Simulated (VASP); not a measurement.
# SrTiO3 (C2/m) in VASP: single point with PBE

Aim: the single point of SrTiO3 with PBE.

Program: VASP 6.6.1. These are calculated values, not measurements. Logs are shortened: lines on timing, memory, paths and dates and some standing lists are left out, and cuts for length are marked.

### 1 The cell of the first run

Symmetry: C2/m, No. 12, monoclinic system. Conventional cell: a = 7.596 Å, b = 7.804 Å, c = 5.315 Å, α = 90.00°, β = 133.34°, γ = 90.00°. Sr (site symmetry m) has 12 O at 2.55 to 2.88 Å and 8 Ti at 3.30 to 3.38 Å within 3.4 Å. Ti (site symmetry -1) has 6 O at 1.91 to 1.96 Å within 2.5 Å. O (site symmetry 2) has 2 Ti at 1.93 Å and 8 O at 2.66 to 2.77 Å and 4 Sr at 2.72 Å within 2.8 Å. Within 2.9 Å of O (site symmetry m) lie 2 Ti at 1.96 Å and 4 Sr at 2.55 to 2.88 Å and 8 O at 2.73 to 2.76 Å. Within 2.5 Å of O (site symmetry 2) lie 2 Ti at 1.91 Å.

### 2 Single point, PBE

Contents of INCAR:

```
SYSTEM = SrTiO3
PREC     = Accurate       ! precision mode
ENCUT    = 520            ! plane-wave cutoff, eV
EDIFF    = 1E-6           ! SCF threshold, eV
ISMEAR   = 0              ! smearing method
SIGMA    = 0.05           ! smearing width, eV
LREAL    = .False.        ! projectors in reciprocal space
LASPH    = .True.         ! aspherical terms in the spheres
NELM     = 80             ! most SCF steps
ALGO     = Normal         ! electronic algorithm
ISIF     = 2              ! what is computed and relaxed
LWAVE    = .False.        ! write WAVECAR
LCHARG   = .False.        ! write CHGCAR
GGA      = PE             ! functional
NBANDS   = 51             ! bands
```

Contents of KPOINTS:

```
regular mesh
0
Gamma
  8 8 8
  0 0 0
```

Contents of POSCAR:

```
SrTiO3
1.0
   -2.8117957168      2.7064180950      3.8677928605
    2.7064180950     -2.8117957168      3.8677928605
    2.7376343896      2.7376343896     -3.9419541877
Sr Ti O
2 2 6
Direct
    0.7500000000      0.2500000000      0.5000000000
    0.2500000000      0.7500000000      0.5000000000
    0.0000000000      0.0000000000      0.0000000000
    0.5000000000      0.5000000000      0.0000000000
    0.2500000000      0.2500000000      0.0000000000
    0.7500000000      0.7500000000      0.0000000000
    0.7280787197      0.2280787197      0.9561574394
    0.2280787197      0.2719212803      0.5000000000
    0.2719212803      0.7719212803      0.0438425606
    0.7719212803      0.7280787197      0.5000000000
```

Potentials or basis: VASP PAW PBE potentials, release 64 (Sr_sv, Ti_sv, O).

Command:

```
$ cat potpaw_PBE.64/Sr_sv/POTCAR potpaw_PBE.64/Ti_sv/POTCAR potpaw_PBE.64/O/POTCAR > POTCAR
$ mpirun -np 1 vasp_std > vasp.out
```

OUTCAR:

```text
SYSTEM = SrTiO3
   PREC = Accurate
   ENCUT = 520
   EDIFF = 1E-6
   ISMEAR = 0
   LREAL = .False.
   LASPH = .True.
   NELM = 80
   ISIF = 2
   GGA = PE

 ion  position               nearest neighbor table
   1  0.750  0.250  0.500-   9 2.55   8 2.63  10 2.63   7 2.65   5 2.72   6 2.72   6 2.72   5 2.72
                             9 2.77   8 2.87  10 2.87   7 2.88   4 3.30   3 3.30   3 3.30   4 3.30
   2  0.250  0.750  0.500-   7 2.55   8 2.63  10 2.63   9 2.65   5 2.72   6 2.72   5 2.72   6 2.72
                             7 2.77   8 2.87  10 2.87   9 2.88   3 3.30   4 3.30   4 3.30   3 3.30
   3  0.000  0.000  0.000-   8 1.91  10 1.91   5 1.93   6 1.93   9 1.96   7 1.96   1 3.30   2 3.30
                             1 3.30   2 3.30   2 3.38   2 3.38   1 3.38   1 3.38
   4  0.500  0.500  0.000-  10 1.91   8 1.91   5 1.93   6 1.93   7 1.96   9 1.96   2 3.30   1 3.30
                             2 3.30   1 3.30   2 3.38   2 3.38   1 3.38   1 3.38
   5  0.250  0.250  0.000-   3 1.93   4 1.93   1 2.72   2 2.72   2 2.72   1 2.72
   6  0.750  0.750  0.000-   3 1.93   4 1.93   1 2.72   2 2.72   1 2.72   2 2.72
   7  0.728  0.228  0.956-   3 1.96   4 1.96   2 2.55   1 2.65   2 2.77   1 2.88
   8  0.228  0.272  0.500-   4 1.91   3 1.91   1 2.63   2 2.63   1 2.87   2 2.87
   9  0.272  0.772  0.044-   3 1.96   4 1.96   1 2.55   2 2.65   1 2.77   2 2.88
  10  0.772  0.728  0.500-   3 1.91   4 1.91   1 2.63   2 2.63   1 2.87   2 2.87

  Warning from LATTYP: Got some problem with cell dimensions!
  Tried to take original basis but could not verify dimensions!
  LATTYP: Found a base centered monoclinic cell.
 ALAT       =     7.5956212185
 B/A-ratio  =     1.0274252215
 C/A-ratio  =     0.6997448536
 COS(beta)  =    -0.6863190678

  Lattice vectors:

 A1 = (  -5.4440524846,   0.0741613272,   0.0741613272)
 A2 = (   0.0741613272,  -5.4440524846,   0.0741613272)
 A3 = (   2.6322567678,   2.6322567678,   3.7936315333)

Analysis of symmetry for initial positions (statically):
=====================================================================
 Subroutine PRICEL returns:
 Original cell was already a primitive cell.

 Routine SETGRP: Setting up the symmetry group for a
 base centered monoclinic supercell.

 Subroutine GETGRP returns: Found  4 space group operations
 (whereof  2 operations were pure point group operations)
 out of a pool of  4 trial point group operations.

The static configuration has the point symmetry S_2 .
 The point group associated with its full space group is C_2h.

Analysis of symmetry for dynamics (positions and initial velocities):
=====================================================================
 Subroutine PRICEL returns:
 Original cell was already a primitive cell.

 Routine SETGRP: Setting up the symmetry group for a
 base centered monoclinic supercell.

 Subroutine GETGRP returns: Found  4 space group operations
 (whereof  2 operations were pure point group operations)
 out of a pool of  4 trial point group operations.

The dynamic configuration has the point symmetry S_2 .
 The point group associated with its full space group is C_2h.

 Subroutine INISYM returns: Found  4 space group operations
 (whereof  2 operations are pure point group operations),
 and found     1 'primitive' translations

----------------------------------------------------------------------------------------

                                     Primitive cell

  volume of cell :     114.5681

  direct lattice vectors                    reciprocal lattice vectors
    -2.811795717  2.706418095  3.867792860     0.004323778  0.185541838  0.131859128
     2.706418095 -2.811795717  3.867792860     0.185541838  0.004323778  0.131859128
     2.737634390  2.737634390 -3.941954188     0.186293610  0.186293610  0.005075550

  length of vectors
     5.494607872  5.494607872  5.525240893     0.227664882  0.227664882  0.263507836

  position of ions in fractional coordinates (direct lattice)
     0.750000000  0.250000000  0.500000000
     0.250000000  0.750000000  0.500000000
     0.000000000  0.000000000  0.000000000
     0.500000000  0.500000000  0.000000000
     0.250000000  0.250000000  0.000000000
     0.750000000  0.750000000  0.000000000
     0.728078720  0.228078720  0.956157439
     0.228078720  0.271921280  0.500000000
     0.271921280  0.771921280  0.043842561
     0.771921280  0.728078720  0.500000000

  ion indices of the primitive-cell ions
   primitive index   ion index
                 1           1
                 2           2
                 3           3
                 4           4
                 5           5
                 6           6
                 7           7
                 8           8
                 9           9
                10          10

----------------------------------------------------------------------------------------

 KPOINTS: regular mesh

Automatic generation of k-mesh.
 Grid dimensions read from file:
 generate k-points for:    8    8    8

 Generating k-lattice:

  Cartesian coordinates                     Fractional coordinates (reciprocal lattice)
     0.000540472  0.023192730  0.016482391     0.125000000  0.000000000 -0.000000000
     0.023192730  0.000540472  0.016482391     0.000000000  0.125000000 -0.000000000
     0.023286701  0.023286701  0.000634444     0.000000000  0.000000000  0.125000000

  Length of vectors
     0.028458110  0.028458110  0.032938479

  Shift w.r.t. Gamma in fractional coordinates (k-lattice)
     0.000000000  0.000000000  0.000000000

 Subroutine IBZKPT returns following result:
 ===========================================

 Found    150 irreducible k-points:

 Following reciprocal coordinates:
            Coordinates               Weight
  0.000000  0.000000  0.000000      1.000000
  0.125000 -0.000000  0.000000      4.000000
  0.250000 -0.000000  0.000000      4.000000
  0.375000  0.000000  0.000000      4.000000
  0.500000 -0.000000  0.000000      2.000000
  0.125000  0.125000 -0.000000      2.000000
[... 16 lines left out ...]
  0.125000  0.000000  0.125000      4.000000
  0.250000  0.000000  0.125000      4.000000
 [... further k-points ...]
   k-points           NKPTS =    150   k-points in BZ     NKDIM =    150   number of bands    NBANDS=     51
   number of dos      NEDOS =    301   number of ions     NIONS =     10
   total plane-waves  NPLWV =  74088
   dimension x,y,z NGX =    42 NGY =   42 NGZ =   42
   dimension x,y,z NGXF=    84 NGYF=   84 NGZF=   84
   ions per type =               2   2   6
   NGX,Y,Z   is equivalent  to a cutoff of  12.71, 12.71, 12.64 a.u.
   NGXF,Y,Z  is equivalent  to a cutoff of  25.42, 25.42, 25.27 a.u.
 SYSTEM =  SrTiO3
   PREC   = accura    normal or accurate (medium, high low for compatibility)
   ISTART =      0    job   : 0-new  1-cont  2-samecut
   ICHARG =      2    charge: 1-file 2-atom 10-const
   ISPIN  =      1    spin polarized calculation?
   LNONCOLLINEAR =      F non collinear calculations
   LSORBIT =      F    spin-orbit coupling
   LASPH  =      T    aspherical Exc in radial PAW
   ENCUT  =  520.0 eV  38.22 Ry    6.18 a.u.  10.22 10.22 10.27*2*pi/ulx,y,z
   NELM   =     80;   NELMIN=  2; NELMDL= -5     # of ELM steps
   EDIFF  = 0.1E-05   stopping-criterion for ELM
   LREAL  =      F    real-space projection
   EDIFFG = 0.1E-04   stopping-criterion for IOM
   NSW    =      0    number of steps for IOM
   IBRION =     -1    ionic relax: 0-MD 1-quasi-New 2-CG
   NFREE  =      0    steps in history (QN), initial steepest desc. (CG)
   ISIF   =      2    stress and relaxation
   ISYM   =      2    0-nonsym 1-usesym 2-fastsym
   POTIM  = 0.5000    time-step for ionic-motion
   TEBEG  =    0.0;   TEEND  =   0.0 temperature during run
   PSTRESS=    0.0 pullay stress
   NELECT =      80.0000    total number of electrons
   NUPDOWN=      -1.0000    fix difference up-down
   EMIN   =  10.00;   EMAX   =-10.00  energy-range for DOS
   EFERMI =   0.00;   METHOD = LEGACY
   ISMEAR =     0;   SIGMA  =   0.05  broadening in eV -4-tet -1-fermi 0-gaus
   EFERMI_NEDOS =   21; number of points for ismear=-14 and -15
   IALGO  =     38    algorithm
   IMIX   =      4    mixing-type and parameters
     AMIX     =   0.40;   BMIX     =  1.00
     AMIX_MAG =   1.60;   BMIX_MAG =  1.00
  volume/ion in A,a.u.               =      11.46        77.31
  Fermi-wavevector in a.u.,A,eV,Ry     =   1.452391  2.744621 28.700671  2.109440
  Thomas-Fermi vector in A             =   2.569778
   LORBIT       =      0    0 simple, 1 ext, 2 COOP (PROOUT), +10 PAW based schemes
   GGA     = PE    functional components
   LHFCALC =     F    Hartree Fock is set to
   AEXX    =    0.0000 exact exchange contribution
   IVDW    =     0    specifies the selected vdW correction
   LEPSILON=     F    determine dielectric tensor
   LRPA    =     F    only Hartree local field effects (RPA)
 non-spin polarized calculation
 Gauss-broadening in eV      SIGMA  =   0.05
  energy-cutoff  :      520.00
  volume of cell :      114.57
 maximum number of plane-waves:      3110
 NGX is ok and might be reduce to    42
   NGX = 21   NGY = 21   NGZ = 21

 number of electron      79.9999993 magnetization

 Free energy of the ion-electron system (eV)
  ---------------------------------------------------
  ext. energy  EPLUGINS =         0.00000000
  ---------------------------------------------------
  free energy    TOTEN  =       -79.81415746 eV

  energy without entropy =      -79.81415746  energy(sigma->0) =      -79.81415746

 E-fermi :   4.7433     XC(G=0): -11.4768

 val. band max:        4.4393099462   @ k =  -0.1250   0.1250   0.0000
 cond. band min:       6.3301046385   @ k =   0.0000   0.0000   0.0000
 fundamental gap:      1.8907946922
 Fermi energy:         4.7433296952

 k-point     1 :       0.0000    0.0000    0.0000
  band No.  band energies     occupation
      1     -51.8736      2.00000
      2     -51.8678      2.00000
      3     -28.2516      2.00000
      4     -28.2144      2.00000
      5     -28.1956      2.00000
      6     -28.1642      2.00000
[... 43 lines left out ...]
     50      10.2895      0.00000
     51      11.1132      0.00000
[... 1240 lines left out ...]
     50      11.5483      0.00000
     51      11.7524      0.00000

 [... further k-points ...]

------------------------ aborting loop because EDIFF is reached ----------------------------------------

  FORCE on cell =-STRESS in cart. coord.  units (eV):
  Direction    XX          YY          ZZ          XY          YZ          ZX
  --------------------------------------------------------------------------------------
  -------------------------------------------------------------------------------------
  Total        9.2042016      9.2042016      9.2253092      2.7880393      2.4399781      2.4399782
  in kB      128.7161179    128.7161179    129.0112975     38.9893236     34.1218626     34.1218644
  external PRESSURE =     128.8145111 kB  Pullay stress =       0.0000000 kB

 VOLUME and BASIS-vectors are now :
 -----------------------------------------------------------------------------
  energy-cutoff  :      520.00
  volume of cell :      114.57
      direct lattice vectors                 reciprocal lattice vectors
    -2.811795717  2.706418095  3.867792860     0.004323778  0.185541838  0.131859128
     2.706418095 -2.811795717  3.867792860     0.185541838  0.004323778  0.131859128
     2.737634390  2.737634390 -3.941954188     0.186293610  0.186293610  0.005075550

 POSITION                                       TOTAL-FORCE (eV/Angst)
 -----------------------------------------------------------------------------------
     -0.06343      2.69568      1.89682         0.060932      0.060932      0.065432
      2.69568     -0.06343      1.89682        -0.060932     -0.060932     -0.065432
      0.00000      0.00000      0.00000         0.000000      0.000000     -0.000000
     -0.05269     -0.05269      3.86779         0.000000      0.000000     -0.000000
     -0.02634     -0.02634      1.93390        -0.002111      0.002111     -0.000000
     -0.07903     -0.07903      5.80169         0.002111     -0.002111     -0.000000
      1.18768      3.94678     -0.07091         0.001353      0.001353      0.069593
      1.46344      1.22151     -0.03708         0.048530     -0.048530     -0.000000
      1.44458     -1.31453      3.86454        -0.001353     -0.001353     -0.069593
      1.16882      1.41075      3.83071        -0.048530      0.048530     -0.000000
 -----------------------------------------------------------------------------------
    total drift:                               -0.000000      0.000000      0.000000

  FREE ENERGIE OF THE ION-ELECTRON SYSTEM (eV)
  ---------------------------------------------------
  free  energy   TOTEN  =       -79.8141574633 eV

  energy  without entropy=      -79.8141574633  energy(sigma->0) =      -79.81415746
```

Wall time 22 min (1 thread of Oxide Virtual Turin-like, shared host); peak memory 0.73 GiB.

Results:

* Free energy: -79.8142 eV
* Pressure: 12.9 GPa
* Largest force: 0.108 eV/Å
* Band gap on the k mesh: 1.89 eV (least direct gap 1.90 eV)

Forces on the atoms (eV/Å):
```
Sr   0.061  0.061  0.065
Sr  -0.061 -0.061 -0.065
Ti   0.000  0.000  0.000
Ti   0.000  0.000  0.000
O   -0.002  0.002  0.000
O    0.002 -0.002  0.000
O    0.001  0.001  0.070
O    0.049 -0.049  0.000
O   -0.001 -0.001 -0.070
O   -0.049  0.049  0.000
```

Caveat: the cell stands under pressure.
